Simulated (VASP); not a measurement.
# Re (P6_3/mmc) in VASP: notebook, part 2 of 2

VASP 6.6.1.

## (3) Single point, PBE

The input, INCAR:

```
SYSTEM = Re
ALGO = Normal ; EDIFF = 1E-6
ENCUT = 520 ; GGA = PE
ISIF = 2 ; ISMEAR = -1
LASPH = .True. ; LCHARG = .True.
LELF = .True. ; LREAL = .False.
LVHAR = .True. ; LWAVE = .False.
NBANDS = 14 ; NELM = 100
PREC = Accurate ; SIGMA = 0.6
```

The input, KPOINTS:

```
k-points
0
Gamma
  13 13 7
  0 0 0
```

The input, POSCAR:

```
Re
1.0
    2.7768706464      0.0000000000      0.0000000000
   -1.3884353232      2.4048405228      0.0000000000
    0.0000000000      0.0000000000      4.4788142384
Re
2
Direct
    0.3333333333      0.6666666667      0.2500000000
    0.6666666667      0.3333333333      0.7500000000
```

Potentials or basis: VASP PAW PBE potentials, release 64 (Re).

Run with:

```sh
cat potpaw_PBE.64/Re/POTCAR > POTCAR
mpirun -np 1 vasp_std > vasp.out
```

OUTCAR:

```text
SYSTEM = Re
   EDIFF = 1E-6
   ENCUT = 520
   GGA = PE
   ISIF = 2
   ISMEAR = -1
   LASPH = .True.
   LREAL = .False.
   NELM = 100
   PREC = Accurate

 ion  position               nearest neighbor table
   1  0.333  0.667  0.250-   2 2.75   2 2.75   2 2.75   2 2.75   2 2.75   2 2.75
   2  0.667  0.333  0.750-   1 2.75   1 2.75   1 2.75   1 2.75   1 2.75   1 2.75

  LATTYP: Found a hexagonal cell.
 ALAT       =     2.7768706464
 C/A-ratio  =     1.6128998462

  Lattice vectors:

 A1 = (   2.7768706464,   0.0000000000,   0.0000000000)
[... 587 lines left out ...]
      9       7.9569      0.98013
     10       8.1089      0.85451
     11      11.3475      0.00673
     12      13.0965      0.00037
     13      18.4729      0.00000
     14      23.1609      0.00000

 [... further k-points ...]
[... 5 lines left out ...]
  --------------------------------------------------------------------------------------
  -------------------------------------------------------------------------------------
  Total        1.3944634      1.3944634      0.9632554      0.0000000     -0.0000000      0.0000000
  in kB       74.6986419     74.6986419     51.5996828      0.0000000     -0.0000000      0.0000000
  external PRESSURE =      66.9989889 kB  Pullay stress =       0.0000000 kB

 VOLUME and BASIS-vectors are now :
 -----------------------------------------------------------------------------
  energy-cutoff  :      520.00
  volume of cell :       29.91
      direct lattice vectors                 reciprocal lattice vectors
     2.776870646  0.000000000  0.000000000     0.360117603  0.207913995  0.000000000
    -1.388435323  2.404840523  0.000000000     0.000000000  0.415827990  0.000000000
     0.000000000  0.000000000  4.478814238     0.000000000  0.000000000  0.223273381

 POSITION                                       TOTAL-FORCE (eV/Angst)
 -----------------------------------------------------------------------------------
     -0.00000      1.60323      1.11970        -0.000000      0.000000      0.000000
      1.38844      0.80161      3.35911         0.000000     -0.000000      0.000000
 -----------------------------------------------------------------------------------
    total drift:                               -0.000000      0.000000     -0.000000

  FREE ENERGIE OF THE ION-ELECTRON SYSTEM (eV)
  ---------------------------------------------------
  free  energy   TOTEN  =       -25.9024862675 eV

  energy  without entropy=      -23.7821588472  energy(sigma->0) =      -24.84232256
```

OSZICAR:

```text
N       E                     dE             d eps       ncg     rms          rms(c)
DAV:   1     0.199332110517E+02    0.19933E+02   -0.67390E+03  4704   0.123E+03
DAV:   2    -0.261801942173E+02   -0.46113E+02   -0.40132E+02  3878   0.285E+02
DAV:   3    -0.272248731431E+02   -0.10447E+01   -0.10259E+01  3658   0.434E+01
DAV:   4    -0.272349216819E+02   -0.10049E-01   -0.10034E-01  3658   0.298E+00
DAV:   5    -0.272351328912E+02   -0.21121E-03   -0.21119E-03  3694   0.779E-01    0.409E+01
DAV:   6    -0.262457853569E+02    0.98935E+00   -0.77230E-01  4112   0.245E+01    0.168E+01
DAV:   7    -0.259149006416E+02    0.33088E+00   -0.53092E-01  4128   0.197E+01    0.493E-01
DAV:   8    -0.259033617708E+02    0.11539E-01   -0.73433E-03  3986   0.842E-01    0.176E-01
DAV:   9    -0.259024751542E+02    0.88662E-03   -0.46502E-04  4364   0.228E-01    0.358E-02
DAV:  10    -0.259024844596E+02   -0.93054E-05   -0.43179E-05  3732   0.551E-02    0.163E-02
DAV:  11    -0.259024869670E+02   -0.25074E-05   -0.37426E-07  2312   0.238E-02    0.243E-03
DAV:  12    -0.259024862675E+02    0.69954E-06   -0.30194E-07  1896   0.118E-02
   1 F= -.25902486E+02 E0= -.24842323E+02  d E =-.212033E+01
```

Run time: 57 s. Hardware: 1 thread of Intel Xeon Platinum 8375C at 2.90GHz (Ice Lake), shared host; peak memory 0.17 GiB.

What came out:

```yaml
Free_energy: -25.9025 eV
Pressure: 6.7 GPa
Band_gap_on_the_k_mesh: zero (band 7 reaches 8.85 eV, above the bottom of band 8 at 6.17 eV)
```

Stress tensor (GPa, compression positive):
```
7.47 0.00 0.00
0.00 7.47 0.00
0.00 0.00 5.16
```

Caveat: spin-orbit coupling is left out, which moves the levels of the heavy elements.

## (4) Single point, PBE

The input, INCAR:

```
SYSTEM = Re
  PREC = Accurate
  ENCUT = 520
  EDIFF = 1E-6
  ISMEAR = -1
  SIGMA = 1.0
  LREAL = .False.
  LASPH = .True.
  NELM = 60
  ALGO = Normal
  ISIF = 2
  LWAVE = .False.
  LCHARG = .False.
  GGA = PE
  NBANDS = 14
```

The input, KPOINTS:

```
regular mesh
0
Gamma
  13 13 7
  0 0 0
```

POSCAR is that of step 3.

Run with:

```sh
cat potpaw_PBE.64/Re/POTCAR > POTCAR
mpirun -np 1 vasp_std > vasp.out
```

Run time: 50 s. Hardware: 1 thread of Intel Xeon Platinum 8375C at 2.90GHz (Ice Lake), shared host; peak memory 0.17 GiB.

Results (log left out):

* Free energy: -27.7905 eV
* Pressure: 20.3 GPa
* Band gap on the k mesh: zero (band 7 reaches 8.87 eV, above the bottom of band 8 at 6.23 eV)

Stress tensor (GPa, compression positive):
```
20.49  0.00  0.00
 0.00 20.49  0.00
 0.00  0.00 19.81
```

Levels at points of the mesh, in eV from the Fermi level:
```csv
k point,band 4,band 5,band 6,band 7,band 8,band 9,band 10,band 11
"(0.00, 0.00, 0.00)",-1.91,-1.88,-1.08,-1.08,-0.17,-0.17,0.15,2.96
```

Caveat: spin-orbit coupling is left out, which moves the levels of the heavy elements.

## (5) Single point, PBE

The input, INCAR:

```
SYSTEM = Re
PREC     = Accurate       ! precision mode
ENCUT    = 520            ! plane-wave cutoff, eV
EDIFF    = 1E-6           ! SCF threshold, eV
ISMEAR   = 0              ! smearing method
SIGMA    = 0.01           ! smearing width, eV
LREAL    = .FALSE.        ! projectors in reciprocal space
LASPH    = .TRUE.         ! aspherical terms in the spheres
NELM     = 80             ! most SCF steps
ALGO     = Normal         ! electronic algorithm
ISIF     = 2              ! what is computed and relaxed
LWAVE    = .FALSE.        ! write WAVECAR
LCHARG   = .FALSE.        ! write CHGCAR
GGA      = PE             ! functional
NBANDS   = 14             ! bands
```

The input, KPOINTS:

```
Automatic mesh
0
G
  13 13 7
  0 0 0
```

POSCAR is that of step 4.

Run with:

```sh
cat potpaw_PBE.64/Re/POTCAR > POTCAR
mpirun -np 1 vasp_std > vasp.out
```

Wall time 54 s (1 thread of Intel Xeon Platinum 8375C at 2.90GHz (Ice Lake), shared host); peak memory 0.17 GiB.

It converged, with:

| Item | Value |
| --- | --- |
| Free energy | -24.8504 eV |
| Pressure | -0.7 GPa |
| Band gap on the k mesh | zero (band 7 reaches 8.84 eV, above the bottom of band 8 at 6.14 eV) |

Levels at points of the mesh, in eV from the Fermi level:
| k point | band 5 | band 6 | band 7 | band 8 | band 9 | band 10 |
| --- | --- | --- | --- | --- | --- | --- |
| (0.00, 0.00, 0.00) | -1.47 | -0.67 | -0.67 | 0.23 | 0.23 | 0.65 |

Caveat: spin-orbit coupling is left out, which moves the levels of the heavy elements.

## (6) Summary

```tsv
smearing	gap on the mesh (eV)	pressure (GPa)
fermi-dirac 0.3 eV	none	1.1
fermi-dirac 0.6 eV	none	6.7
fermi-dirac 1 eV	none	20.3
gaussian 0.01 eV	none	-0.7
```

Alike in all rows: task single point; level PBE; potentials or basis VASP PAW PBE potentials, release 64 (Re); no spin polarisation; cell as given; k mesh 13 × 13 × 7; cutoff (eV) 520.

Every run on the cell as given and a fine mesh finds a metal.

Caveats: spin-orbit coupling is left out, which moves the levels of the heavy elements.

Absolute energies hang on the potentials; compare differences alone.
